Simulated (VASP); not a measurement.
Wanted: the native input for a VASP 6.6.1 run.

```yaml
Task: relaxation of cell and atoms
Functional: revPBE
Dispersion: D4
Potentials_or_basis: VASP PAW PBE potentials, release 64 (Ga_d, N)
Cutoff: 600 eV
k_mesh: 11 × 11 × 11
Occupations: fermi-dirac, width 0.05 eV
Spin: no spin polarisation
Dipole_correction: no
Further_INCAR_settings: ALGO = Normal; EDIFF = 1e-06; IBRION = 2; EDIFFG = -0.01; NSW = 60; ISIF = 3
```

The structure of GaN lies in POSCAR:

```
GaN
1.0
    0.0000000000      2.1352350000      2.1352350000
    2.1352350000      0.0000000000      2.1352350000
    2.1352350000      2.1352350000      0.0000000000
Ga N
1 1
Direct
    0.0000000000      0.0000000000      0.0000000000
    0.5000000000      0.5000000000      0.5000000000
```

One way to write it, as run:

INCAR

```
ALGO = Normal ; EDIFF = 1E-6
EDIFFG = -0.01 ; ENCUT = 600
GGA = RE ; IBRION = 2
ISIF = 3 ; ISMEAR = -1
IVDW = 13 ; LASPH = T
LCHARG = F ; LREAL = F
LWAVE = F ; NELM = 80
NSW = 60 ; PREC = Accurate
SIGMA = 0.05
```

KPOINTS

```
k-points
0
Gamma
  11 11 11
```

Potentials or basis: VASP PAW PBE potentials, release 64 (Ga_d, N).

The run is started by

```bash
$ cat potpaw_PBE.64/Ga_d/POTCAR potpaw_PBE.64/N/POTCAR > POTCAR
$ mpirun -np 1 vasp_std > vasp.out
```

It gave:

* Relaxed volume: 9.26 Å³/atom
* Relaxed cell: a = 2.970 Å, b = 2.970 Å, c = 2.970 Å, α = 60.00°, β = 60.00°, γ = 60.00°
* Space group after relaxing (to 0.05 Å): Fm-3m (No. 225)
* Energy gained by relaxing: 16.1 meV/atom
* Ionic steps: 6
* Pressure after relaxing: 0.1 GPa
* Band gap on the k mesh: 0.93 eV, indirect (least direct gap 3.00 eV)
* Dispersion energy per atom: -0.864 eV

Caveat: the PAW data sets were made with another functional, which shifts forces and pressure a little.

Run time: 36 s on 1 thread of Intel(R) Xeon(R) 6975P-C (Granite Rapids), on a shared host, peak memory 0.16 GiB.
